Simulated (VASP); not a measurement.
# ZrSe2 (P-3m1) in VASP: single point with HSE06

Aim: the single point of ZrSe2 with HSE06.

Program: VASP 6.6.1. These are calculated values, not measurements. Logs are shortened: lines on timing, memory, paths and dates and some standing lists are left out, and cuts for length are marked.

## Step 1: The cell of the first run

The structure is trigonal, space group P-3m1 (No. 164). Conventional cell: a = 3.978 Å, b = 3.978 Å, c = 6.026 Å, α = 90.00°, β = 90.00°, γ = 120.00°. Zr (site symmetry -3m) has 6 Se at 2.73 Å within 3.6 Å. Within 3.6 Å of Se (site symmetry 3m) lie 3 Zr at 2.73 Å.

## Step 2: Single point, HSE06 (epitaxial xy strain +5.0%)

The input, POSCAR:

```
ZrSe2
1.0
    3.9775179710      0.0000000000      0.0000000000
   -1.9887589855      3.4446316069      0.0000000000
    0.0000000000      0.0000000000      6.0255613389
Zr Se
1 2
Direct
    0.0000000000      0.0000000000      0.0000000000
    0.3333333333      0.6666666667      0.2455830613
    0.6666666667      0.3333333333      0.7544169387
```

The input, INCAR.step1:

```
PREC = Accurate
ENCUT = 400
EDIFF = 1E-5
ISMEAR = 0
SIGMA = 0.01
LREAL = False
LASPH = True
NELM = 120
ALGO = Normal
ISIF = 2
LWAVE = True
GGA = PE
NBANDS = 19
GGA_COMPAT = False
KPAR = 4
```

The input, INCAR.step2:

```
PREC = Accurate
ENCUT = 400
EDIFF = 1E-6
ISMEAR = 0
SIGMA = 0.01
LREAL = False
LASPH = True
NELM = 120
ALGO = Normal
ISIF = 2
LWAVE = False
LCHARG = True
GGA = PE
LHFCALC = True
HFSCREEN = 0.2079
PRECFOCK = Normal
LVHAR = True
ISTART = 1
NBANDS = 19
GGA_COMPAT = False
KPAR = 4
```

The input, KPOINTS:

```
Automatic mesh
0
Gamma
  6 6 4
```

Potentials or basis: VASP PAW PBE potentials, release 64 (Zr_sv, Se).

The run is started by

```console
$ cat potpaw_PBE.64/Zr_sv/POTCAR potpaw_PBE.64/Se/POTCAR > POTCAR
$ cp INCAR.step1 INCAR
$ mpirun -np 4 vasp_std > vasp.out
$ cp INCAR.step2 INCAR
$ mpirun -np 4 vasp_std > vasp.out
```

OUTCAR:

```text
PREC = Accurate
   ENCUT = 400
   EDIFF = 1E-6
   ISMEAR = 0
   LREAL = False
   LASPH = True
   NELM = 120
   ISIF = 2
   GGA = PE
   LHFCALC = True
   HFSCREEN = 0.2079
   PRECFOCK = Normal
   ISTART = 1

 ion  position               nearest neighbor table
   1  0.000  0.000  0.000-   2 2.73   3 2.73   3 2.73   2 2.73   3 2.73   2 2.73
   2  0.333  0.667  0.246-   1 2.73   1 2.73   1 2.73
   3  0.667  0.333  0.754-   1 2.73   1 2.73   1 2.73

  LATTYP: Found a hexagonal cell.
 ALAT       =     3.9775179710
 C/A-ratio  =     1.5149048685

  Lattice vectors:

 A1 = (   3.9775179710,   0.0000000000,   0.0000000000)
 A2 = (  -1.9887589855,   3.4446316069,   0.0000000000)
 A3 = (   0.0000000000,   0.0000000000,   6.0255613389)

Analysis of symmetry for initial positions (statically):
=====================================================================
 Subroutine PRICEL returns:
 Original cell was already a primitive cell.

 Routine SETGRP: Setting up the symmetry group for a
 hexagonal supercell.

 Subroutine GETGRP returns: Found 12 space group operations
 (whereof 12 operations were pure point group operations)
 out of a pool of 24 trial point group operations.

The static configuration has the point symmetry D_3d.

Analysis of symmetry for dynamics (positions and initial velocities):
=====================================================================
 Subroutine PRICEL returns:
 Original cell was already a primitive cell.

 Routine SETGRP: Setting up the symmetry group for a
 hexagonal supercell.

 Subroutine GETGRP returns: Found 12 space group operations
 (whereof 12 operations were pure point group operations)
 out of a pool of 24 trial point group operations.

The dynamic configuration has the point symmetry D_3d.

 Subroutine INISYM returns: Found 12 space group operations
 (whereof 12 operations are pure point group operations),
 and found     1 'primitive' translations

----------------------------------------------------------------------------------------

                                     Primitive cell

  volume of cell :      82.5567

  direct lattice vectors                    reciprocal lattice vectors
     3.977517971  0.000000000  0.000000000     0.251413069  0.145153403  0.000000000
    -1.988758986  3.444631607  0.000000000     0.000000000  0.290306806  0.000000000
     0.000000000  0.000000000  6.025561339     0.000000000  0.000000000  0.165959642

  length of vectors
     3.977517971  3.977517971  6.025561339     0.290306806  0.290306806  0.165959642

  position of ions in fractional coordinates (direct lattice)
     0.000000000  0.000000000  0.000000000
     0.333333333  0.666666667  0.245583061
     0.666666667  0.333333333  0.754416939

  ion indices of the primitive-cell ions
   primitive index   ion index
                 1           1
                 2           2
                 3           3

----------------------------------------------------------------------------------------

 KPOINTS: Automatic mesh

Automatic generation of k-mesh.
 Grid dimensions read from file:
 generate k-points for:    6    6    4

 Generating k-lattice:

  Cartesian coordinates                     Fractional coordinates (reciprocal lattice)
     0.041902178  0.024192234  0.000000000     0.166666667  0.000000000  0.000000000
     0.000000000  0.048384468  0.000000000     0.000000000  0.166666667  0.000000000
     0.000000000  0.000000000  0.041489910     0.000000000  0.000000000  0.250000000

  Length of vectors
     0.048384468  0.048384468  0.041489910

  Shift w.r.t. Gamma in fractional coordinates (k-lattice)
     0.000000000  0.000000000  0.000000000

 Subroutine IBZKPT returns following result:
 ===========================================

 Found     24 irreducible k-points:

 Following reciprocal coordinates:
            Coordinates               Weight
  0.000000  0.000000  0.000000      1.000000
  0.166667 -0.000000  0.000000      6.000000
  0.333333  0.000000  0.000000      6.000000
  0.500000  0.000000  0.000000      3.000000
  0.166667  0.166667  0.000000      6.000000
  0.333333  0.166667  0.000000     12.000000
[... 16 lines left out ...]
  0.333333  0.166667  0.500000     12.000000
  0.333333  0.333333  0.500000      2.000000
   k-points           NKPTS =     24   k-points in BZ     NKDIM =    144   number of bands    NBANDS=     19
   number of dos      NEDOS =    301   number of ions     NIONS =      3
   total plane-waves  NPLWV =  31360
   dimension x,y,z NGX =    28 NGY =   28 NGZ =   40
   dimension x,y,z NGXF=    56 NGYF=   56 NGZF=   80
   ions per type =               1   2
   NGX,Y,Z   is equivalent  to a cutoff of  11.70, 11.70, 11.04 a.u.
   NGXF,Y,Z  is equivalent  to a cutoff of  23.41, 23.41, 22.07 a.u.
 SYSTEM =  unknown system
   PREC   = accura    normal or accurate (medium, high low for compatibility)
   ISTART =      1    job   : 0-new  1-cont  2-samecut
   ICHARG =      0    charge: 1-file 2-atom 10-const
   ISPIN  =      1    spin polarized calculation?
   LNONCOLLINEAR =      F non collinear calculations
   LSORBIT =      F    spin-orbit coupling
   LASPH  =      T    aspherical Exc in radial PAW
   ENCUT  =  400.0 eV  29.40 Ry    5.42 a.u.   6.49  6.49  9.83*2*pi/ulx,y,z
   NELM   =    120;   NELMIN=  2; NELMDL=  0     # of ELM steps
   EDIFF  = 0.1E-05   stopping-criterion for ELM
   LREAL  =      F    real-space projection
   EDIFFG = 0.1E-04   stopping-criterion for IOM
   NSW    =      0    number of steps for IOM
   IBRION =     -1    ionic relax: 0-MD 1-quasi-New 2-CG
   NFREE  =      0    steps in history (QN), initial steepest desc. (CG)
   ISIF   =      2    stress and relaxation
   ISYM   =      3    0-nonsym 1-usesym 2-fastsym
   POTIM  = 0.5000    time-step for ionic-motion
   TEBEG  =    0.0;   TEEND  =   0.0 temperature during run
   PSTRESS=    0.0 pullay stress
   NELECT =      24.0000    total number of electrons
   NUPDOWN=      -1.0000    fix difference up-down
   EMIN   =  10.00;   EMAX   =-10.00  energy-range for DOS
   EFERMI =   0.00;   METHOD = LEGACY
   ISMEAR =     0;   SIGMA  =   0.01  broadening in eV -4-tet -1-fermi 0-gaus
   EFERMI_NEDOS =   21; number of points for ismear=-14 and -15
   IALGO  =     38    algorithm
   IMIX   =      1    mixing-type and parameters
     AMIX     =   0.40;   BMIX     =  1.00
     AMIX_MAG =   1.60;   BMIX_MAG =  1.00
  volume/ion in A,a.u.               =      27.52       185.71
  Fermi-wavevector in a.u.,A,eV,Ry     =   1.084496  2.049399 16.002227  1.176131
  Thomas-Fermi vector in A             =   2.220587
   LORBIT       =      0    0 simple, 1 ext, 2 COOP (PROOUT), +10 PAW based schemes
   GGA     = PE    functional components
   LHFCALC =     T    Hartree Fock is set to
   PRECFOCK=normal    Normal, Fast or Accurate (Low or Medium for compatibility)
   ENCUT4O =  -1.0   cutoff for four orbital integrals eV
   NKREDX  =     1    reduce k-point grid by
   NKREDY  =     1    reduce k-point grid by
   NKREDZ  =     1    reduce k-point grid by
   AEXX    =    0.2500 exact exchange contribution
   HFSCREEN=    0.2079 screening length (either q_TF or 0.3 A-1)
   HFSCREENC=   0.2079 screening length for correlation (either q_TF or 0.3 A-1)
   ENCUTFOCK=  -1.0 apply spherical cutoff to Coloumb kernel
   IVDW    =     0    specifies the selected vdW correction
   LEPSILON=     F    determine dielectric tensor
   LRPA    =     F    only Hartree local field effects (RPA)
 non-spin polarized calculation
 Gauss-broadening in eV      SIGMA  =   0.01
  energy-cutoff  :      400.00
  volume of cell :       82.56
 maximum number of plane-waves:      1520
 NGX is ok and might be reduce to    28
  NGX = 20; NGY = 20; NGZ = 30

 number of electron      24.0000001 magnetization

 Free energy of the ion-electron system (eV)
  ---------------------------------------------------
  ext. energy  EPLUGINS =         0.00000000
  ---------------------------------------------------
  free energy    TOTEN  =       -23.19273812 eV

  energy without entropy =      -23.19273812  energy(sigma->0) =      -23.19273812

 E-fermi :   3.5193     XC(G=0):  -7.6288

 val. band max:        3.4622277004   @ k =   0.0000   0.0000   0.0000
 cond. band min:       4.5990520358   @ k =   0.5000   0.0000   0.5000
 fundamental gap:      1.1368243354
 Fermi energy:         3.5192891042

 k-point     1 :       0.0000    0.0000    0.0000
  band No.  band energies     occupation
      1     -50.0914      2.00000
      2     -26.7034      2.00000
      3     -26.5887      2.00000
      4     -26.5887      2.00000
      5     -11.0144      2.00000
      6      -9.5966      2.00000
[... 11 lines left out ...]
     18       8.5711      0.00000
     19       8.7566      0.00000

 k-point     2 :       0.1667   -0.0000    0.0000
  band No.  band energies     occupation
      1     -50.0895      2.00000
      2     -26.6963      2.00000
      3     -26.6249      2.00000
      4     -26.5967      2.00000
      5     -10.7847      2.00000
      6      -9.6524      2.00000
[... 11 lines left out ...]
     18       9.6933      0.00000
     19      10.4520      0.00000

 k-point     3 :       0.3333    0.0000    0.0000
  band No.  band energies     occupation
      1     -50.0855      2.00000
      2     -26.6977      2.00000
      3     -26.6810      2.00000
      4     -26.6126      2.00000
      5     -10.2762      2.00000
      6      -9.7635      2.00000
[... 11 lines left out ...]
     18      10.4352      0.00000
     19      11.3714      0.00000

 k-point     4 :       0.5000    0.0000    0.0000
  band No.  band energies     occupation
      1     -50.0836      2.00000
      2     -26.7326      2.00000
      3     -26.6744      2.00000
      4     -26.6206      2.00000
      5      -9.9961      2.00000
      6      -9.8107      2.00000
[... 407 lines left out ...]
     18      11.4247      0.00000
     19      11.5279      0.00000

 k-point    23 :       0.3333    0.1667    0.5000
  band No.  band energies     occupation
      1     -50.0836      2.00000
      2     -26.7135      2.00000
      3     -26.6748      2.00000
      4     -26.6395      2.00000
      5     -10.0035      2.00000
      6      -9.7942      2.00000
[... 11 lines left out ...]
     18      10.3420      0.00000
     19      10.9952      0.00000

 k-point    24 :       0.3333    0.3333    0.5000
  band No.  band energies     occupation
      1     -50.0826      2.00000
      2     -26.6874      2.00000
      3     -26.6874      2.00000
      4     -26.6715      2.00000
      5      -9.8386      2.00000
      6      -9.8386      2.00000
[... 11 lines left out ...]
     18      11.5376      0.00000
     19      11.5379      0.00000

------------------------ aborting loop because EDIFF is reached ----------------------------------------

  FORCE on cell =-STRESS in cart. coord.  units (eV):
  Direction    XX          YY          ZZ          XY          YZ          ZX
  --------------------------------------------------------------------------------------
  -------------------------------------------------------------------------------------
  Total       -2.9205722     -2.9205722      0.2864093     -0.0000000      0.0000000      0.0000000
  in kB      -56.6795093    -56.6795093      5.5583426     -0.0000000      0.0000000      0.0000000
  external PRESSURE =     -35.9335587 kB  Pullay stress =       0.0000000 kB

 VOLUME and BASIS-vectors are now :
 -----------------------------------------------------------------------------
  energy-cutoff  :      400.00
  volume of cell :       82.56
      direct lattice vectors                 reciprocal lattice vectors
     3.977517971  0.000000000  0.000000000     0.251413069  0.145153403  0.000000000
    -1.988758986  3.444631607  0.000000000     0.000000000  0.290306806  0.000000000
     0.000000000  0.000000000  6.025561339     0.000000000  0.000000000  0.165959642

 POSITION                                       TOTAL-FORCE (eV/Angst)
 -----------------------------------------------------------------------------------
      0.00000      0.00000      0.00000        -0.000000      0.000000      0.000000
     -0.00000      2.29642      1.47978         0.000000     -0.000000     -0.139019
      1.98876      1.14821      4.54579        -0.000000      0.000000      0.139019
 -----------------------------------------------------------------------------------
    total drift:                               -0.000000      0.000000      0.000000

  FREE ENERGIE OF THE ION-ELECTRON SYSTEM (eV)
  ---------------------------------------------------
  free  energy   TOTEN  =       -23.1927381235 eV

  energy  without entropy=      -23.1927381235  energy(sigma->0) =      -23.19273812
```

Wall time 18 min (4 MPI ranks of Intel Xeon Platinum 8259CL at 2.50GHz (Skylake/Cascade Lake), shared host); peak memory 0.29 GiB.

Results:

```
Free energy            : -23.1927 eV
Pressure               : -3.6 GPa
Largest force          : 0.139 eV/Å
Band gap on the k mesh : 1.14 eV (least direct gap 1.45 eV)
```

Forces in eV/Å, atoms in the order of the input:
```
Zr   0.000  0.000  0.000
Se   0.000  0.000 -0.139
Se   0.000  0.000  0.139
```

Stress tensor (GPa, compression positive):
```
-5.67  0.00  0.00
 0.00 -5.67  0.00
 0.00  0.00  0.56
```

Caveat: the cell differs from its parent crystal (epitaxial xy strain +5.0%); the cell stands under tension; the PAW data sets were made with another functional, which shifts forces and pressure a little; this functional lacks dispersion, which binds the layers, so the pressure and a relaxed spacing across them are unreliable.
